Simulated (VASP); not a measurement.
Write the native input for VASP 6.6.1 that does the following.

```yaml
Task: relaxation of cell and atoms
Functional: LDA
Potentials_or_basis: VASP PAW LDA potentials, release 64 (Ta_pv)
Cutoff: 600 eV
k_mesh: 11 × 11 × 11
Occupations: fermi-dirac, width 0.05 eV
Spin: no spin polarisation
Dipole_correction: no
Further_INCAR_settings: ALGO = Fast; EDIFF = 1e-07; IBRION = 2; EDIFFG = -0.01; NSW = 60; ISIF = 3
```

The structure of Ta lies in POSCAR:

```
Ta
1.0
   -1.6512800000      1.6512800000      1.6512800000
    1.6512800000     -1.6512800000      1.6512800000
    1.6512800000      1.6512800000     -1.6512800000
Ta
1
Direct
    0.0000000000      0.0000000000      0.0000000000
```

One way to write it, as run:

INCAR

```
PREC = Accurate
ENCUT = 600
EDIFF = 1E-7
ISMEAR = -1
SIGMA = 0.05
LREAL = False
LASPH = True
NELM = 100
ALGO = Fast
ISIF = 3
LWAVE = False
LCHARG = False
IBRION = 2
NSW = 60
EDIFFG = -0.01
```

KPOINTS

```
Automatic mesh
0
Gamma
  11 11 11
```

Potentials or basis: VASP PAW LDA potentials, release 64 (Ta_pv).

Run with:

```console
$ cat potpaw_LDA.64/Ta_pv/POTCAR > POTCAR
$ mpirun -np 1 vasp_std > vasp.out
```

It gave:

```
Relaxed volume                         : 17.29 Å³/atom
Relaxed cell                           : a = 2.821 Å, b = 2.821 Å, c = 2.821 Å, α = 109.47°, β = 109.47°, γ = 109.47°
Space group after relaxing (to 0.05 Å) : Im-3m (No. 229)
Energy gained by relaxing              : 20.3 meV/atom
Ionic steps                            : 4
Pressure after relaxing                : 0.0 GPa
```

Wall time 17 s on 1 thread of Intel(R) Xeon(R) Platinum 8488C (Sapphire Rapids), with other jobs on the host, peak memory 0.14 GiB.
